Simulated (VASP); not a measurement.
A run of VASP 6.6.1:

File INCAR:

```
ALGO = Normal
EDIFF = 1E-6
ENCUT = 520
GGA = PS
ISIF = 2
ISMEAR = 0
LASPH = True
LCHARG = False
LREAL = False
LWAVE = False
NBANDS = 15
NELM = 60
PREC = Accurate
SIGMA = 0.1
```

File KPOINTS:

```
k-points
0
Gamma
  16 16 16
```

File POSCAR:

```
ZrC
1.0
    0.0000000000      2.3803503023      2.3803503023
    2.3803503023      0.0000000000      2.3803503023
    2.3803503023      2.3803503023      0.0000000000
Zr C
1 1
Direct
    0.5000000000      0.5000000000      0.5000000000
    0.0000000000      0.0000000000      0.0000000000
```

Potentials or basis: VASP PAW PBE potentials, release 64 (Zr_sv, C).

Launch:

```console
$ cat potpaw_PBE.64/Zr_sv/POTCAR potpaw_PBE.64/C/POTCAR > POTCAR
$ mpirun -np 1 vasp_std > vasp.out
```

Hardware: 1 thread of AMD EPYC 7R13 (shared host).

Question: How long does it take, and how much memory?

Answer: Run time: 120 s on 1 thread of AMD EPYC 7R13, on a shared host, peak memory 0.17 GiB. Counts: scf iterations 13, k points 145.
